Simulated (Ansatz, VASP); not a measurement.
## Rh in VASP and in Ansatz

```
CELL_PARAMETERS angstrom
2.69175 0.00000 0.00000
-1.34587 2.33112 0.00000
0.00000 0.00000 8.79807
ATOMIC_POSITIONS crystal
Rh 0.00000 0.00000 0.00000
Rh 0.33333 0.66667 0.25000
Rh 0.00000 0.00000 0.50000
Rh 0.66667 0.33333 0.75000
```

Alike in both runs: task relaxation of cell and atoms; functional PBEsol; k mesh 10 × 10 × 3; occupations fermi-dirac, width 0.05 eV; no spin polarisation.

```csv
,VASP,Ansatz
version,VASP 6.6.1,Ansatz 0.2.0
potentials or method,"VASP PAW PBE potentials, release 64 (Rh_pv)","plane waves, PAW"
plane-wave cutoff (eV),600,420
valence electrons in the cell,60,68
```

```tsv
	VASP	Ansatz	Ansatz less VASP
relaxed volume (Å³/atom)	13.51	13.52	+0.008
relaxed cell length with the largest relative difference (Å)	8.740	8.747	+0.0068
```

VASP's potentials were made for PBE, not for PBEsol. VASP's potentials hold 60 valence electrons a cell and Ansatz's 68, so a difference there can come from the potentials and not from the codes.
